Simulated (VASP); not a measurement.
Runs of VASP 6.6.1 on Hg. The structure is that of space group Im-3m (No. 229), or close to it. The cells are those of the table. 

```tsv
task	cell	cutoff (eV)	gap on the mesh (eV)	pressure (GPa)
relaxation of cell and atoms	relaxed to 230 GPa from a = 2.506 Å, angles 109.5°, 1 atom	600	none	230.0
single point	a = 2.506 Å, angles 109.5°, 1 atom	520	none	(a)
relaxation of cell and atoms	relaxed from a = 3.143 Å, angles 109.5°, 1 atom	600	none	0.0
single point	a = 2.504 Å, angles 109.5°, 1 atom	520	none	246.7
relaxation of cell and atoms	relaxed to 230 GPa from a = 2.504 Å, angles 109.5°, 1 atom	600	none	230.0
```

Alike in all rows: level PBEsol; potentials or basis VASP PAW PBE potentials, release 64 (Hg); no spin polarisation; k mesh 19 × 19 × 19; smearing fermi-dirac 0.05 eV.

Estimate the missing entries.

(a) 243.7.

Caveats: the PAW data sets were made with another functional, which shifts forces and pressure a little; spin-orbit coupling is left out, which moves the levels of the heavy elements; the cell is relaxed towards a set pressure, so the enthalpy falls and the energy may rise (some runs).

A k mesh can miss the band edges, and the runs leave out spin-orbit coupling on Hg.

A gap of «none» marks levels without a gap at the run's occupations.
